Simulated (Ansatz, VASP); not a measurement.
# Two plane-wave programs on B

```
B
1.0
     0.00000    1.42858    1.42858
     1.42858    0.00000    1.42858
     1.42858    1.42858    0.00000
B
1
Direct
  0.00000 0.00000 0.00000
```

Alike in both runs: functional PBEsol; k mesh 10 × 10 × 10; occupations gaussian, width 0.1 eV; no spin polarisation.

Ansatz relaxed the structure, and its values are those at the end. VASP's run is a single point on that final structure, the one shown.

```csv
,VASP,Ansatz
version,VASP 6.6.1,Ansatz 0.2.0
potentials or method,"VASP PAW PBE potentials, release 64 (B), cutoff 520 eV","scalar-relativistic, plane waves, PAW"
valence electrons in the cell,3,3
```

Ansatz gave:

- gap on the k mesh at the Fermi level (eV): none
- pressure (GPa): -0.5

Problem. Estimate VASP's values.

Solution. gap on the k mesh at the Fermi level (eV): none; pressure (GPa): 0.0.

VASP's potentials were made for PBE, not for PBEsol. A gap of «none» marks a metal or a gap that the smearing closes. With one functional, cell and mesh, what is left measures potentials, basis and numerics.

The k mesh is coarse, so the values compare programs but aren't converged.
